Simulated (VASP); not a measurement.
Mn: single point with PBE

Crystal: Mn.

```xyz
2
Lattice="2.0737 0.0000 0.0000 -1.0369 1.7959 0.0000 0.0000 0.0000 3.3346" Properties=species:S:1:pos:R:3 pbc="T T T"
Mn    0.0000    1.1973    0.8337
Mn    1.0369    0.5986    2.5010
```

```json
{
  "Program": "VASP 6.6.1",
  "Task": "single point",
  "Functional": "PBE",
  "Potentials or basis": "VASP PAW PBE potentials, release 64 (Mn_pv)",
  "Cutoff": "520 eV",
  "k mesh": "17 × 17 × 9",
  "Occupations": "fermi-dirac, width 0.05 eV",
  "Spin": "no spin polarisation",
  "Dipole correction": "no",
  "Further INCAR settings": "ALGO = Normal; EDIFF = 1e-06; NBANDS = 20"
}
```

```yaml
Pressure: 495.3 GPa
Band_gap_on_the_k_mesh: zero (band 13 reaches 22.73 eV, above the bottom of band 14 at 18.57 eV)
```

Stress tensor (GPa, compression positive):
```
494.70   0.00   0.00
  0.00 494.70   0.00
  0.00   0.00 496.37
```

Levels at points of the mesh, in eV from the Fermi level:
```
           k point  band 10  band 11  band 12  band 13  band 14  band 15  band 16  band 17
(0.00, 0.00, 0.00)    -2.44    -2.32    -1.32    -1.32    -0.28    -0.28     3.15     3.15
```

Wall time 22 s on 1 thread of Intel Xeon 6975P-C, with other jobs on the host, peak memory 0.15 GiB.

Caveat: the run has no spin polarisation, though such a crystal can be magnetic. Spin polarisation is off, so any magnetic state and its effect on volume and gap are missing.
